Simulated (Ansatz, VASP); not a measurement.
Two plane-wave programs on Nb

File POSCAR:

```
Nb
1.0
   -1.6511317439      1.6511317439      1.6511317439
    1.6511317439     -1.6511317439      1.6511317439
    1.6511317439      1.6511317439     -1.6511317439
Nb
1
Direct
    0.0000000000      0.0000000000      0.0000000000
```

INCAR.step1

```
  ALGO = Normal
  EDIFF = 1E-4
  ENCUT = 520
  GGA = PE
  ISMEAR = 0
  LASPH = True
  LCHARG = False
  LREAL = False
  LWAVE = True
  NBANDS = 12
  NELM = 100
  PREC = Accurate
  SIGMA = 0.03
```

INCAR.step2

```
  ALGO = Normal
  EDIFF = 1E-6
  ENCUT = 520
  ISIF = 2
  ISMEAR = 0
  ISTART = 1
  LASPH = True
  LCHARG = False
  LMIXTAU = True
  LREAL = False
  LWAVE = False
  METAGGA = R2SCAN
  NBANDS = 12
  NELM = 100
  PREC = Accurate
  SIGMA = 0.03
```

KPOINTS

```
k-points
0
Gamma
  13 13 13
```

Input for Ansatz:

```yaml
crystal:
  lattice:
    - [-1.6511317439, 1.6511317439, 1.6511317439]
    - [1.6511317439, -1.6511317439, 1.6511317439]
    - [1.6511317439, 1.6511317439, -1.6511317439]
  atoms:
    - { symbol: Nb, position: [0.0, 0.0, 0.0] }
hamiltonian:
  xc: r2scan
  pseudopotentials:
    kind: paw
    azcp:
      Nb: "pseudopotentials/Nb.paw.azcp"
basis:
  ecutwfc: 500
  fft_grid_basis: typed
kpoints:
  mp_grid: { grid: [13, 13, 13], shift: [0, 0, 0] }
magnetization:
  spin_polarized: false
scf:
  occupations: { method: gaussian, width: 0.03 }
  lower_state_search: "off"
output:
  stress: true
```

Alike in both runs: task single point; functional r2SCAN; k mesh 13 × 13 × 13; occupations gaussian, width 0.03 eV; no spin polarisation.

|  | VASP | Ansatz |
| --- | --- | --- |
| version | VASP 6.6.1 | Ansatz 0.2.0 |
| potentials or method | VASP PAW PBE potentials, release 64 (Nb_sv), cutoff 520 eV | plane waves (500 eV) with PAW, scalar-relativistic |
| valence electrons in the cell | 13 | 13 |

Ansatz gave:

```
pressure (GPa) : -0.5
```

Question: Estimate VASP's values.

Answer: Pressure (GPa): -0.8.

VASP's potentials were made for PBE, not for r2SCAN.
